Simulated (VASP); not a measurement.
Wanted: the native input for a VASP 6.6.1 run.

```yaml
Task: single point
Functional: r2SCAN
Potentials_or_basis: VASP PAW PBE potentials, release 64 (B, P)
Cutoff: 550 eV
k_mesh: 12 × 12 × 12
Occupations: gaussian, width 0.05 eV
Spin: no spin polarisation
Dipole_correction: no
Further_INCAR_settings: ALGO = Normal; EDIFF = 1e-06; NBANDS = 11
```

BP:

```
CELL_PARAMETERS angstrom
0.00000 1.99396 1.99396
1.99396 0.00000 1.99396
1.99396 1.99396 0.00000
ATOMIC_POSITIONS crystal
B 0.00000 0.00000 0.00000
P 0.25000 0.25000 0.25000
```

These files were run (other wordings do the same):

POSCAR

```
BP
1.0
    0.0000000000      1.9939622563      1.9939622563
    1.9939622563      0.0000000000      1.9939622563
    1.9939622563      1.9939622563      0.0000000000
B P
1 1
Direct
    0.0000000000      0.0000000000      0.0000000000
    0.2500000000      0.2500000000      0.2500000000
```

INCAR.step1

```
PREC = Accurate
ENCUT = 550
ISMEAR = 0
SIGMA = 0.05
LREAL = F
LASPH = T
NELM = 120
NBANDS = 11
GGA = PE
ALGO = Normal
EDIFF = 1E-5
LWAVE = T
LCHARG = F
GGA_COMPAT = F
```

INCAR.step2

```
PREC = Accurate
ENCUT = 550
EDIFF = 1E-6
ISMEAR = 0
SIGMA = 0.05
LREAL = F
LASPH = T
NELM = 120
ALGO = Normal
ISIF = 2
LWAVE = F
LCHARG = T
METAGGA = R2SCAN
LMIXTAU = T
LELF = T
LVHAR = T
NBANDS = 11
ISTART = 1
GGA_COMPAT = F
```

KPOINTS

```
regular mesh
0
Gamma
  12 12 12
```

Potentials or basis: VASP PAW PBE potentials, release 64 (B, P).

Command:

```console
$ cat potpaw_PBE.64/B/POTCAR potpaw_PBE.64/P/POTCAR > POTCAR
$ cp INCAR.step1 INCAR
$ mpirun -np 1 vasp_std > vasp.out
$ cp INCAR.step2 INCAR
$ mpirun -np 1 vasp_std > vasp.out
```

Results of the run:

```yaml
Pressure: 131.0 GPa
Band_gap_on_the_k_mesh: 0.68 eV (least direct gap 4.76 eV)
```

Caveat: the cell stands under pressure; the PAW data sets were made with another functional, which shifts forces and pressure a little.

Run time: 36 s on 1 thread of Intel(R) Xeon(R) Platinum 8488C (Sapphire Rapids), on a shared host, peak memory 0.14 GiB.
